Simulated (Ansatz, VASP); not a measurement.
One calculation of SrO, two programs

Contents of POSCAR:

```
SrO
1.0
    0.0000000000      2.6340450000      2.6340450000
    2.6340450000      0.0000000000      2.6340450000
    2.6340450000      2.6340450000      0.0000000000
Sr O
1 1
Direct
    0.0000000000      0.0000000000      0.0000000000
    0.5000000000      0.5000000000      0.5000000000
```

INCAR.step1

```
PREC = Accurate
ENCUT = 520
ISMEAR = 0
SIGMA = 0.05
LREAL = F
LASPH = T
NELM = 100
NBANDS = 15
GGA = PE
ALGO = Normal
EDIFF = 1E-4
LWAVE = T
LCHARG = F
```

The input INCAR.step2:

```
PREC = Accurate
ENCUT = 520
EDIFF = 1E-6
ISMEAR = 0
SIGMA = 0.05
LREAL = F
LASPH = T
NELM = 100
ALGO = Normal
ISIF = 2
LWAVE = F
LCHARG = T
METAGGA = R2SCAN
LMIXTAU = T
LELF = T
LVHAR = T
NBANDS = 15
ISTART = 1
```

File KPOINTS:

```
regular mesh
0
Gamma
  8 8 8
```

Input for Ansatz:

```yaml
crystal:
  lattice:
    - [0.0, 2.634045, 2.634045]
    - [2.634045, 0.0, 2.634045]
    - [2.634045, 2.634045, 0.0]
  atoms:
    - { symbol: Sr, position: [0.0, 0.0, 0.0] }
    - { symbol: O, position: [0.5, 0.5, 0.5] }
basis:
  ecutwfc: 500
kpoints:
  mp_grid: { grid: [8, 8, 8] }
hamiltonian:
  xc: r2scan
scf:
  occupations: { method: gaussian, width: 0.05 }
output:
  forces: true
  stress: true
  eigenvalues: true
```

Change from the starting cell: strain +0.025 along x and y, +0.025 along z, atoms carried along.

Alike in both runs: task single point; functional r2SCAN; k mesh 8 × 8 × 8; occupations gaussian, width 0.05 eV; no spin polarisation.

|  | VASP | Ansatz |
| --- | --- | --- |
| version | VASP 6.6.1 | Ansatz 0.2.0 |
| potentials or method | VASP PAW PBE potentials, release 64 (Sr_sv, O), cutoff 520 eV | scalar-relativistic, plane waves, PAW |
| valence electrons in the cell | 16 | 16 |

|  | VASP | Ansatz | Ansatz less VASP |
| --- | --- | --- | --- |
| gap on the k mesh at the Fermi level (eV) | 3.77 | 3.81 | +0.046 |
| least direct gap on the mesh (eV) | 3.90 | 3.93 | +0.036 |
| pressure (GPa) | -4.7 | -5.1 | -0.40 |

VASP's potentials were made for PBE, not for r2SCAN.
